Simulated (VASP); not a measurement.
Runs of VASP 6.6.1 on Rh. The structure is that of space group Fm-3m (No. 225), or close to it. The cells are those of the table. 

```csv
task,cell,cutoff (eV),gap on the mesh (eV),pressure (GPa)
single point,"a = 2.576 Å, angles 60.0°, 1 atom",520,none,51.8
single point,"a = 2.495 Å, angles 60.0°, 1 atom",520,none,113.0
single point,"a = 2.409 Å, angles 60.0°, 1 atom",520,none,213.8
relaxation of cell and atoms,"relaxed from a = 2.689 Å, angles 60.0°, 1 atom",600,none,0.0
single point,"a = 2.688 Å, angles 60.0°, 1 atom",520,none,(a)
single point,"a = 2.633 Å, angles 60.0°, 1 atom",520,none,21.9
single point,"a = 2.316 Å, angles 60.0°, 1 atom",520,none,(b)
```

Alike in all rows: level r2SCAN; potentials or basis VASP PAW PBE potentials, release 64 (Rh_pv); no spin polarisation; k mesh 17 × 17 × 17; smearing fermi-dirac 0.1 eV.

Estimate the missing entries.

(a) 1.2; (b) 384.3.

Caveats: the PAW data sets were made with another functional, which shifts forces and pressure a little.

A k mesh can miss the band edges, and the runs leave out spin-orbit coupling on Rh.

A gap of «none» marks levels without a gap at the run's occupations.
